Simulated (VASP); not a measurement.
Set up this calculation in VASP 6.6.1, as the native input.

```yaml
Task: single point
Functional: PBE
Potentials_or_basis: VASP PAW PBE potentials, release 64 (Li_sv)
Cutoff: 520 eV
k_mesh: 18 × 18 × 6
Occupations: gaussian, width 0.1 eV
Spin: no spin polarisation
Dipole_correction: no
Further_INCAR_settings: ALGO = Fast; EDIFF = 1e-06; NBANDS = 14
```

The structure of Li lies in POSCAR:

```
Li
1.0
    3.0538670149      0.0000000000      0.0000000000
   -1.5269335075      2.6447264147      0.0000000000
    0.0000000000      0.0000000000     10.0126027158
Li
4
Direct
    0.0000000000      0.0000000000      0.5000000000
    0.6666666667      0.3333333333      0.2500000000
    0.3333333333      0.6666666667      0.7500000000
    0.0000000000      0.0000000000      0.0000000000
```

The cell was generated, and may not be a known phase.

The input as run:

INCAR

```
  PREC = Accurate
  ENCUT = 520
  EDIFF = 1E-6
  ISMEAR = 0
  SIGMA = 0.1
  LREAL = False
  LASPH = True
  NELM = 80
  ALGO = Fast
  ISIF = 2
  LWAVE = False
  LCHARG = False
  GGA = PE
  NBANDS = 14
```

KPOINTS

```
Automatic mesh
0
Gamma
  18 18 6
```

Potentials or basis: VASP PAW PBE potentials, release 64 (Li_sv).

Command:

```bash
$ cat potpaw_PBE.64/Li_sv/POTCAR > POTCAR
$ mpirun -np 1 vasp_std > vasp.out
```

Results of the run:

The band gap on the k mesh is zero (bands 6 and 7 overlap by 4.04 eV).

Run time: 4.4 min on 1 thread of Intel Xeon 8259CL, with other jobs on the host, peak memory 0.27 GiB.
